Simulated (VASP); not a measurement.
CoS, 4 atoms in the cell. It takes space group P4/nmm (No. 129, tetragonal). Conventional cell: a = 3.623 Å, b = 3.623 Å, c = 5.013 Å, α = 90.00°, β = 90.00°, γ = 90.00°. Within 2.9 Å of Co (site symmetry -4m2) lie 4 S at 2.16 Å and 4 Co at 2.56 Å. S (site symmetry 4mm) has 4 Co at 2.16 Å within 2.9 Å. 

* Program: VASP 6.6.1
* Task: single point
* Functional: PBEsol
* Dispersion: D3(BJ)
* Potentials or basis: VASP PAW PBE potentials, release 64 (Co, S)
* Cutoff: 520 eV
* k mesh: 3 × 3 × 2
* Occupations: fermi-dirac, width 0.3 eV
* Spin: collinear spin, ferromagnetic start
* Starting moments: [2.5, 2.5, 0.0, 0.0] μB
* Dipole correction: no
* Further INCAR settings: ALGO = Normal; EDIFF = 1e-06; NBANDS = 27

Potentials or basis: VASP PAW PBE potentials, release 64 (Co, S).

Command:

```bash
$ cat potpaw_PBE.64/Co/POTCAR potpaw_PBE.64/S/POTCAR > POTCAR
$ mpirun -np 1 vasp_std > vasp.out
```

Hardware: 1 thread of Oxide Virtual Turin-like Processor, on a shared host.

Problem. Estimate the wall time of this run.

Solution. Wall time 38 s on 1 thread of Oxide Virtual Turin-like Processor, with other jobs on the host, peak memory 0.17 GiB. Counts: scf iterations 16, k points 6.
